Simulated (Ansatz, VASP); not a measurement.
Two plane-wave programs on Sr

The input INCAR:

```
PREC = Accurate
ENCUT = 520
EDIFF = 1E-7
ISMEAR = 0
SIGMA = 0.03
LREAL = F
LASPH = T
NELM = 100
ALGO = Normal
ISIF = 2
LWAVE = F
LCHARG = F
GGA = PS
NBANDS = 11
```

The input KPOINTS:

```
Automatic mesh
0
Gamma
  10 10 10
```

POSCAR

```
Sr
1.0
    0.0000000000      2.8902325000      2.8902325000
    2.8902325000      0.0000000000      2.8902325000
    2.8902325000      2.8902325000      0.0000000000
Sr
1
Direct
    0.0000000000      0.0000000000      0.0000000000
```

Input for Ansatz:

```yaml
crystal:
  lattice:
    - [0.0, 2.8902325, 2.8902325]
    - [2.8902325, 0.0, 2.8902325]
    - [2.8902325, 2.8902325, 0.0]
  atoms:
    - { symbol: Sr, position: [0.0, 0.0, 0.0] }
basis:
  ecutwfc: 420
kpoints:
  mp_grid: { grid: [10, 10, 10] }
hamiltonian:
  xc: pbesol
scf:
  occupations: { method: gaussian, width: 0.03 }
output:
  forces: true
  stress: true
  eigenvalues: true
```

Change from the starting cell: strain -0.050 along x and y, -0.050 along z, atoms carried along.

Alike in both runs: task single point; functional PBEsol; k mesh 10 × 10 × 10; occupations gaussian, width 0.03 eV; no spin polarisation.

|  | VASP | Ansatz |
| --- | --- | --- |
| version | VASP 6.6.1 | Ansatz 0.2.0 |
| potentials or method | VASP PAW PBE potentials, release 64 (Sr_sv), cutoff 520 eV | scalar-relativistic, plane waves, PAW |
| valence electrons in the cell | 10 | 10 |

```csv
,VASP,Ansatz,Ansatz less VASP
gap on the k mesh at the Fermi level (eV),0.02,0.02,-0.001
least direct gap on the mesh (eV),0.07,0.07,-0.001
pressure (GPa),1.0,1.0,-0.02
```

VASP's potentials were made for PBE, not for PBEsol.
